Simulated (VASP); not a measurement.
## Li2SiN3: relaxation of cell and atoms with PBE

The system is Li2SiN3.

```xyz
6
Lattice="3.7363 0.0000 0.0000 -1.8681 3.2357 0.0000 0.0000 0.0000 3.8086" Properties=species:S:1:pos:R:3 pbc="T T T"
Li    0.0000    2.1571    0.0000
Li    1.8681    1.0786    0.0000
Si    0.0000    0.0000    1.9043
N     0.0000    2.1571    1.9043
N     1.8681    1.0786    1.9043
N     0.0000    0.0000    0.0000
```

The cell was generated, and may not be a known phase.

| Item | Value |
| --- | --- |
| Program | VASP 6.6.1 |
| Task | relaxation of cell and atoms |
| Functional | PBE |
| Potentials or basis | VASP PAW PBE potentials, release 64 (Li_sv, Si, N) |
| Cutoff | 600 eV |
| k mesh | 12 × 12 × 10 |
| Occupations | gaussian, width 0.1 eV |
| Spin | no spin polarisation |
| Dipole correction | no |
| Further INCAR settings | ALGO = Normal; EDIFF = 1e-06; IBRION = 2; EDIFFG = -0.01; NSW = 100; ISIF = 3 |

- Relaxed volume: 7.67 Å³/atom
- Relaxed cell: a = 3.734 Å, b = 3.734 Å, c = 3.808 Å, α = 90.00°, β = 90.00°, γ = 120.00°
- Space group after relaxing (to 0.1 Å): P6/mmm (No. 191)
- Energy gained by relaxing: 0.0 meV/atom
- Ionic steps: 2
- Pressure after relaxing: 0.0 GPa
- Band gap on the k mesh: zero (an odd number of electrons rules out a gap without spin polarisation)

Stress tensor (GPa, compression positive):
```
-0.05  0.00  0.00
 0.00 -0.05  0.00
 0.00  0.00  0.08
```

Final structure:
```cif
data_structure
_symmetry_space_group_name_H-M 'P 1'
_symmetry_Int_Tables_number 1
_cell_length_a 3.7344
_cell_length_b 3.7344
_cell_length_c 3.8084
_cell_angle_alpha 90.000
_cell_angle_beta 90.000
_cell_angle_gamma 120.000
_cell_volume 45.99
loop_
_atom_site_label
_atom_site_type_symbol
_atom_site_fract_x
_atom_site_fract_y
_atom_site_fract_z
_atom_site_occupancy
Li1 Li 0.33333 0.66667 0.00000 1
Li2 Li 0.66667 0.33333 0.00000 1
Si1 Si 0.00000 0.00000 0.50000 1
N1 N 0.33333 0.66667 0.50000 1
N2 N 0.66667 0.33333 0.50000 1
N3 N 0.00000 0.00000 0.00000 1
```

Levels at points of the mesh, in eV from the Fermi level:
```csv
k point,band 9,band 10,band 11,band 12,band 13,band 14,band 15,band 16
"(0.00, 0.00, 0.00)",-3.88,-3.88,-1.48,-0.12,0.56,0.56,1.47,8.83
"(0.50, 0.00, 0.00)",-3.32,-2.16,-1.29,-1.02,0.93,1.42,4.20,9.17
"(0.00, 0.00, 0.50)",-3.11,-2.48,-2.48,-1.72,-1.72,0.47,5.58,6.73
"(0.50, 0.00, 0.50)",-2.49,-1.42,-1.23,0.54,0.57,1.50,7.25,8.05
```

Run time: 4.6 min on 1 thread of AMD EPYC 7R13, with other jobs on the host, peak memory 0.2 GiB.

Caveat: the cutoff is under 1.25 times the usual one of these potentials, so pressure, stress and relaxed cells hold a basis-set (Pulay) error.
